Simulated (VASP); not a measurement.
Write the native input for VASP 6.6.1 that does the following.

```yaml
Task: single point
Functional: PBE
Dispersion: D3(BJ)
Potentials_or_basis: VASP PAW PBE potentials, release 64 (B, As)
Cutoff: 500 eV
k_mesh: 8 × 8 × 8
Occupations: gaussian, width 0.05 eV
Spin: no spin polarisation
Dipole_correction: no
Further_INCAR_settings: ALGO = Normal; EDIFF = 1e-06; NBANDS = 11
```

The structure of BAs lies in POSCAR:

```
BAs
1.0
    0.0000000000      2.3666255079      2.3666255079
    2.3666255079      0.0000000000      2.3666255079
    2.3666255079      2.3666255079      0.0000000000
B As
1 1
Direct
    0.0000000000      0.0000000000      0.0000000000
    0.7500000000      0.7500000000      0.7500000000
```

This cell differs from its parent crystal: volume scaled by 0.98.

The input as run:

INCAR

```
SYSTEM = BAs
PREC = Accurate ; ENCUT = 500
EDIFF = 1E-6 ; ISMEAR = 0
SIGMA = 0.05 ; LREAL = .FALSE.
LASPH = .TRUE. ; NELM = 120
ALGO = Normal ; ISIF = 2
LWAVE = .FALSE. ; LCHARG = .FALSE.
GGA = PE ; IVDW = 12
NBANDS = 11 ; GGA_COMPAT = .FALSE.
```

KPOINTS

```
regular mesh
0
G
  8 8 8
  0 0 0
```

Potentials or basis: VASP PAW PBE potentials, release 64 (B, As).

Launch:

```bash
$ cat potpaw_PBE.64/B/POTCAR potpaw_PBE.64/As/POTCAR > POTCAR
$ mpirun -np 1 vasp_std > vasp.out
```

Results of the run:

The pressure is 3.6 GPa, the band gap on the k mesh is 1.16 eV, indirect (least direct gap 3.31 eV) and the dispersion energy per atom is -0.339 eV.

Run time: 12 s on 1 thread of Intel Xeon 8259CL, with other jobs on the host, peak memory 0.15 GiB.
